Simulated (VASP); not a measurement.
Nb2WS2:

```
Nb W S
1.0
     3.10000    0.00000    0.00000
    -1.55000    2.68468    0.00000
     0.00000    0.00000   11.10000
Nb W S
2 1 2
Cartesian
  0.0000 1.7898 2.3310
  1.5500 0.8949 8.7690
  0.0000 0.0000 0.0000
  1.5500 0.8949 3.8850
  0.0000 1.7898 7.2150
```

```yaml
Program: VASP 6.6.1
Task: relaxation of cell and atoms
Functional: PBE
Potentials_or_basis: VASP PAW PBE potentials, release 64 (Nb_sv, W_sv, S)
Cutoff: 600 eV
k_mesh: 6 × 6 × 2
Occupations: gaussian, width 0.2 eV
Spin: no spin polarisation
```

At the start: pressure 6.1 GPa; volume 18.48 Å³/atom.

**Question.** Where does the relaxation end?

**Answer.** Over 15 steps the energy falls by 74.4 meV/atom and the volume is 18.93 Å³/atom (+2.5 %); space group P-3m1 (No. 164, to 0.1 Å) before and after.

Step by step:
| step | energy change (eV) | largest force (eV/Å) | pressure (GPa) | volume (Å³) |
| --- | --- | --- | --- | --- |
| 1 | 0.0000 | 1.6006 | 6.11 | 92.38 |
| 2 | 0.2121 | 1.7733 | -12.14 | 102.13 |
| 3 | -0.1360 | 0.5582 | -1.95 | 95.87 |
| 4 | -0.2208 | 0.3673 | -0.42 | 94.51 |
| 5 | -0.2442 | 1.1353 | 5.81 | 90.32 |
| 6 | -0.2938 | 0.2026 | 1.59 | 93.01 |
| 7 | -0.3175 | 0.2791 | 3.43 | 91.67 |
| 8 | -0.3315 | 0.6956 | 2.05 | 92.48 |
| 9 | -0.3330 | 0.5906 | 2.34 | 92.29 |
| 10 | -0.3562 | 0.3606 | 0.84 | 93.34 |
| 11 | -0.3656 | 0.2981 | -0.82 | 94.60 |
| 12 | -0.3699 | 0.1179 | -0.04 | 94.35 |
| 13 | -0.3701 | 0.0906 | 0.19 | 94.27 |
| 14 | -0.3707 | 0.0836 | 0.12 | 94.37 |
| 15 | -0.3719 | 0.0613 | -0.07 | 94.65 |

Final structure:
```yaml
crystal:
  lattice:
    - [3.23322, 0.00000, 0.00000]
    - [-1.61661, 2.80005, 0.00000]
    - [0.00000, 0.00000, 10.45472]
  atoms:
    - { symbol: Nb, position: [0.33333, 0.66667, 0.19867] }
    - { symbol: Nb, position: [0.66667, 0.33333, 0.80133] }
    - { symbol: W, position: [0.00000, 0.00000, 0.00000] }
    - { symbol: S, position: [0.66667, 0.33333, 0.35107] }
    - { symbol: S, position: [0.33333, 0.66667, 0.64893] }
```

Caveat: the k points lie up to 0.37 Å⁻¹ apart in the final cell, too coarse for converged energies and pressures of a metal; this functional lacks dispersion, which binds layers or chains, so the pressure and a relaxed spacing across them are unreliable; the relaxation stopped at a loose force limit of 0.08 eV/Å, so its end isn't a converged minimum.
